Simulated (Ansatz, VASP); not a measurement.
# Two plane-wave programs on Ti2Be

```
Ti Be
1.0
     5.16924    0.00000    0.00000
     0.00000    6.40477    0.00000
     0.00000    0.00000    2.78847
Ti Be
4 2
Direct
  0.88347 0.29553 0.50000
  0.61653 0.79553 0.00000
  0.11653 0.70447 0.50000
  0.38347 0.20447 0.00000
  0.50000 0.50000 0.50000
  0.00000 0.00000 0.00000
```

Alike in both runs: functional PBE; k mesh 8 × 6 × 14; occupations gaussian, width 0.1 eV; no spin polarisation.

Ansatz relaxed the structure, and its values are those at the end. VASP's run is a single point on that final structure, the one shown.

|  | VASP | Ansatz |
| --- | --- | --- |
| version | VASP 6.6.1 | Ansatz 0.2.0 |
| potentials or method | VASP PAW PBE potentials, release 64 (Ti_sv, Be), cutoff 520 eV | scalar-relativistic, plane waves, PAW |
| valence electrons in the cell | 52 | 52 |

Ansatz gave:

| Quantity | Value |
| --- | --- |
| gap on the k mesh at the Fermi level (eV) | none |
| pressure (GPa) | 0.0 |

Problem. Estimate VASP's values.

Solution. gap on the k mesh at the Fermi level (eV): none; pressure (GPa): -0.1.

A gap of «none» marks a metal or a gap that the smearing closes.
